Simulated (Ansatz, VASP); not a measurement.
Two plane-wave programs on Re

```
CELL_PARAMETERS angstrom
2.80682 0.00000 0.00000
-1.40341 2.35893 0.00000
0.00000 0.00000 4.47358
ATOMIC_POSITIONS crystal
Re 0.33333 0.66667 0.25000
Re 0.66667 0.33333 0.75000
```

Change from the starting cell: strain +0.0150 x Voigt [1, -1, 0, 0, 0, 0], atoms carried along.

Alike in both runs: task single point; functional LDA; k mesh 21 × 21 × 12; occupations gaussian, width 0.15 eV; no spin polarisation.

|  | VASP | Ansatz |
| --- | --- | --- |
| version | VASP 6.6.1 | Ansatz 0.2.0 |
| potentials or method | VASP PAW LDA potentials, release 64 (Re), cutoff 520 eV | scalar-relativistic, plane waves, PAW |
| valence electrons in the cell | 14 | 30 |

```csv
,VASP,Ansatz,Ansatz less VASP
gap on the k mesh at the Fermi level (eV),none,none,-
pressure (GPa),-11.0,-12.1,-1.13
"traceless stress, the component that is largest in VASP (GPa)",5.93,5.90,-0.033
rms of the force components (eV/Å),0.049,0.049,+0.0006
```

LDA's correlation is that of Perdew and Zunger in VASP and of Perdew and Wang (1992) in Ansatz. Atom by atom the forces differ by 0.001 eV/Å (rms over components). A gap of «none» marks a metal or a gap that the smearing closes. VASP's potentials hold 14 valence electrons a cell and Ansatz's 30, so a difference there can come from the potentials and not from the codes.

Spin-orbit coupling is off throughout.
